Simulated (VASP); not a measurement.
B, 8 atoms in the cell. The typed cell holds 8 atoms: a = 4.287 Å, b = 4.287 Å, c = 3.423 Å, α = 76.52°, β = 76.52°, γ = 75.14°. 

* Program: VASP 6.6.1
* Task: single point
* Functional: PBEsol
* Potentials or basis: VASP PAW PBE potentials, release 64 (B)
* Cutoff: 520 eV
* k mesh: 6 × 6 × 6
* Occupations: gaussian, width 0.1 eV
* Spin: no spin polarisation
* Dipole correction: no
* Further INCAR settings: ALGO = Normal; EDIFF = 1e-07; NBANDS = 22

Potentials or basis: VASP PAW PBE potentials, release 64 (B).

Command:

```console
$ cat potpaw_PBE.64/B/POTCAR > POTCAR
$ mpirun -np 1 vasp_std > vasp.out
```

Hardware: 1 thread of Intel(R) Xeon(R) Platinum 8375C CPU @ 2.90GHz (Ice Lake) (shared host).

Task: How long does it take, and how much memory?

Result: Wall time 88 s on 1 thread of Intel(R) Xeon(R) Platinum 8375C CPU @ 2.90GHz (Ice Lake), on a shared host, peak memory 0.23 GiB. Counts: scf iterations 13, k points 112.
